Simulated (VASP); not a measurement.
SnSe2: single point with PBE

The system is SnSe2.

```
Sn Se
1.0
     3.87592    0.00000    0.00000
    -1.93796    3.35664    0.00000
     0.00000    0.00000    6.93592
Sn Se
1 2
Direct
  0.00000 0.00000 0.00000
  0.33333 0.66667 0.22957
  0.66667 0.33333 0.77043
```

```
Program                : VASP 6.6.1
Task                   : single point
Functional             : PBE
Potentials or basis    : VASP PAW PBE potentials, release 64 (Sn_d, Se)
Cutoff                 : 520 eV
k mesh                 : 6 × 6 × 4
Occupations            : gaussian, width 0.01 eV
Spin                   : no spin polarisation
Dipole correction      : no
Further INCAR settings : ALGO = Normal; EDIFF = 1e-07; NBANDS = 20
```

The pressure is 0.1 GPa and the largest force is 0.012 eV/Å. The band gap on the k mesh is 0.70 eV, indirect (least direct gap 1.09 eV).

Forces on the atoms (eV/Å):
```
Sn   0.000  0.000  0.000
Se   0.000  0.000  0.012
Se   0.000  0.000 -0.012
```

Levels at points of the mesh, in eV from the valence-band top:
| k point | band 11 | band 12 | band 13 | band 14 | band 15 | band 16 |
| --- | --- | --- | --- | --- | --- | --- |
| (0.00, 0.00, 0.00) | -0.47 | -0.12 | -0.12 | 1.07 | 3.07 | 4.58 |
| (0.50, 0.00, 0.00) | -2.19 | -0.79 | -0.27 | 0.94 | 3.88 | 5.55 |
| (0.00, 0.00, 0.50) | -0.50 | -0.08 | -0.08 | 1.99 | 2.99 | 4.50 |
| (0.50, 0.00, 0.50) | -2.02 | -0.62 | -0.38 | 0.70 | 4.21 | 4.91 |

Run time: 45 s on 1 thread of Intel(R) Xeon(R) 6975P-C (Granite Rapids), with other jobs on the host, peak memory 0.22 GiB.

Caveat: spin-orbit coupling is left out, which moves the levels of the heavy elements; this functional lacks dispersion, which binds the layers, so the pressure and a relaxed spacing across them are unreliable. A k mesh can miss the band edges.
